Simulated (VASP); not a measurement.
Write the native input for VASP 6.6.1 that does the following.

- Task: relaxation of cell and atoms
- Functional: PBEsol
- Dispersion: D4
- Potentials or basis: VASP PAW PBE potentials, release 64 (Zr_sv)
- Cutoff: 600 eV
- k mesh: 9 × 9 × 5
- Occupations: fermi-dirac, width 0.05 eV
- Spin: no spin polarisation
- Dipole correction: no
- Further INCAR settings: ALGO = Normal; EDIFF = 1e-07; IBRION = 2; EDIFFG = -0.01; NSW = 60; ISIF = 3

The structure of Zr lies in POSCAR:

```
Zr
1.0
    3.2320000000      0.0000000000      0.0000000000
   -1.6160000000      2.7989941050      0.0000000000
    0.0000000000      0.0000000000      5.1470000000
Zr
2
Direct
    0.6666666667      0.3333333333      0.7500000000
    0.3333333333      0.6666666667      0.2500000000
```

One way to write it, as run:

INCAR

```
ALGO = Normal
EDIFF = 1E-7
EDIFFG = -0.01
ENCUT = 600
GGA = PS
IBRION = 2
ISIF = 3
ISMEAR = -1
IVDW = 13
LASPH = T
LCHARG = F
LREAL = F
LWAVE = F
NELM = 80
NSW = 60
PREC = Accurate
SIGMA = 0.05
```

KPOINTS

```
k-points
0
Gamma
  9 9 5
```

Potentials or basis: VASP PAW PBE potentials, release 64 (Zr_sv).

The run is started by

```console
$ cat potpaw_PBE.64/Zr_sv/POTCAR > POTCAR
$ mpirun -np 1 vasp_std > vasp.out
```

It gave:

```yaml
Relaxed_volume: 22.28 Å³/atom
Relaxed_cell: a = 3.172 Å, b = 3.172 Å, c = 5.113 Å, α = 90.00°, β = 90.00°, γ = 120.00°
Space_group_after_relaxing_to_0.1_Å: P6_3/mmc (No. 194)
Energy_gained_by_relaxing: 13.3 meV/atom
Ionic_steps: 7
Pressure_after_relaxing: 0.1 GPa
Band_gap_on_the_k_mesh: zero (bands 12 and 13 overlap by 1.13 eV)
Dispersion_energy_per_atom: -0.125 eV
```

Caveat: the PAW data sets were made with another functional, which shifts forces and pressure a little.

It took 3.5 min on 1 thread of Intel Xeon 8259CL, on a shared host, peak memory 0.2 GiB.
